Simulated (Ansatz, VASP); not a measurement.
## Two plane-wave programs on Na2S

The input POSCAR:

```
Na2S
1.0
    0.0000000000      3.2554324613      3.2554324613
    3.2554324613      0.0000000000      3.2554324613
    3.2554324613      3.2554324613      0.0000000000
S Na
1 2
Direct
    0.0000000000      0.0000000000      0.0000000000
    0.2500000000      0.2500000000      0.2500000000
    0.7500000000      0.7500000000      0.7500000000
```

Contents of INCAR.step1:

```
SYSTEM = Na2S
  PREC = Accurate
  ENCUT = 550
  ISMEAR = 0
  SIGMA = 0.01
  LREAL = .FALSE.
  LASPH = .TRUE.
  NELM = 120
  NBANDS = 17
  GGA = PE
  ALGO = Normal
  EDIFF = 1E-5
  LWAVE = .TRUE.
  LCHARG = .FALSE.
  GGA_COMPAT = .FALSE.
```

Contents of INCAR.step2:

```
SYSTEM = Na2S
  PREC = Accurate
  ENCUT = 550
  EDIFF = 1E-6
  ISMEAR = 0
  SIGMA = 0.01
  LREAL = .FALSE.
  LASPH = .TRUE.
  NELM = 120
  ALGO = Normal
  ISIF = 2
  LWAVE = .FALSE.
  LCHARG = .FALSE.
  METAGGA = R2SCAN
  LMIXTAU = .TRUE.
  NBANDS = 17
  ISTART = 1
  GGA_COMPAT = .FALSE.
```

Contents of KPOINTS:

```
regular mesh
0
G
  8 8 8
  0 0 0
```

Input for Ansatz:

```yaml
crystal:
  lattice:
    - [0.0, 3.2554324613, 3.2554324613]
    - [3.2554324613, 0.0, 3.2554324613]
    - [3.2554324613, 3.2554324613, 0.0]
  atoms:
    - { symbol: S, position: [0.0, 0.0, 0.0] }
    - { symbol: Na, position: [0.25, 0.25, 0.25] }
    - { symbol: Na, position: [0.75, 0.75, 0.75] }
kpoints:
  mp_grid: { grid: [8, 8, 8] }
  band_path:
    path:
      - [0.0, 0.0, 0.0]
      - [0.5, 0.0, 0.5]
      - [0.625, 0.25, 0.625]
      - [0.375, 0.375, 0.75]
      - [0.5, 0.5, 0.5]
      - [0.5, 0.25, 0.75]
    npoints: 1
hamiltonian:
  xc: r2scan
scf:
  occupations: { method: fixed }
  n_extra_bands: 4
output:
  forces: true
  stress: true
  eigenvalues: true
```

Alike in both runs: task single point; functional r2SCAN; k mesh 8 × 8 × 8; no spin polarisation.

```csv
,VASP,Ansatz
version,VASP 6.6.1,Ansatz 0.2.0
potentials or method,"VASP PAW PBE potentials, release 64 (S, Na_pv)","plane waves, PAW"
plane-wave cutoff (eV),550,500
occupations,"gaussian, width 0.01 eV",fixed
valence electrons in the cell,20,24
```

Ansatz gave:

- gap on the k mesh at the Fermi level (eV): 3.09
- pressure (GPa): 0.0

Q: What did VASP give for the same quantities?

A: gap on the k mesh at the Fermi level (eV): 3.11; pressure (GPa): -0.1.

VASP's potentials were made for PBE, not for r2SCAN. VASP's potentials hold 20 valence electrons a cell and Ansatz's 24, so a difference there can come from the potentials and not from the codes.
